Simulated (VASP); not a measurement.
Input of a VASP 6.6.1 run:

Contents of INCAR:

```
ALGO = Normal
EDIFF = 1E-6
ENCUT = 520
GGA = PE
ISIF = 2
ISMEAR = -1
LASPH = True
LCHARG = True
LELF = True
LREAL = Auto
LVHAR = True
LWAVE = False
NBANDS = 48
NELM = 80
PREC = Accurate
SIGMA = 0.05
```

KPOINTS

```
k-points
0
Gamma
  3 2 1
```

POSCAR

```
Al18In
1.0
    5.7275650000      0.0000000000      0.0000000000
    4.2956740000      7.4403250000      0.0000000000
    0.0000000000      0.0000000000     15.6765370000
Al In
18 1
Direct
    0.1666684695      0.1111107378      0.0637895984
    0.6666715249      0.1111107378      0.0637895984
    0.1666708227      0.4444429511      0.0637895984
    0.6666738781      0.4444429511      0.0637895984
    0.1666731759      0.7777751644      0.0637895984
    0.6666762313      0.7777751644      0.0637895984
   -0.2058087364      0.2499218784      0.2122917836
    0.2975667650      0.2570183426      0.2125469420
   -0.1754425861      0.5593438459      0.2128467531
    0.3315326317      0.5705799142      0.2066846779
   -0.1847443573      0.9209812743      0.2161064016
    0.3380018648      0.8890740660      0.2242076806
    0.0183245266      0.0032928669      0.3614254857
    0.4723948914      0.0122978499      0.3702539662
   -0.0053077581      0.3449983704      0.3675748030
    0.5155434845      0.3311683293      0.3634476160
    0.0322366242      0.6391925084      0.3606217368
    0.4982773391      0.6701588976      0.3762055357
   -0.0243278413      0.8121285025      0.5079884671
```

Potentials or basis: VASP PAW PBE potentials, release 64 (Al, In_d).

Command:

```sh
$ cat potpaw_PBE.64/Al/POTCAR potpaw_PBE.64/In_d/POTCAR > POTCAR
$ mpirun -np 1 vasp_std > vasp.out
```

**Question.** What does it give for the largest force?

**Answer.** 0.922 eV/Å.

**Question.** What does it give for the band gap on the k mesh?

**Answer.** Zero (an odd number of electrons rules out a gap without spin polarisation).

Forces in eV/Å, atoms in the order of the input:
```
Al  -0.066 -0.054  0.104
Al   0.039 -0.013 -0.011
Al  -0.034  0.164 -0.344
Al   0.020  0.045 -0.379
Al  -0.036  0.193 -0.113
Al   0.048  0.113  0.164
Al   0.403 -0.683  0.053
Al   0.031 -0.846  0.365
Al   0.250  0.655  0.160
Al  -0.427  0.262  0.522
Al  -0.222 -0.503  0.025
Al   0.206  0.298 -0.504
Al  -0.522  0.354  0.217
Al   0.663 -0.031  0.075
Al  -0.086 -0.490 -0.085
Al  -0.197 -0.056  0.167
Al  -0.146  0.238 -0.785
Al   0.091 -0.069 -0.125
In  -0.015  0.422  0.494
```

Caveat: the k points lie up to 0.42 Å⁻¹ apart, too coarse for converged energies and pressures of a metal; the atoms stand as in a frame of molecular dynamics; there is no dipole correction, which matters where the two faces differ; spin-orbit coupling is left out, which moves the levels of the heavy elements.
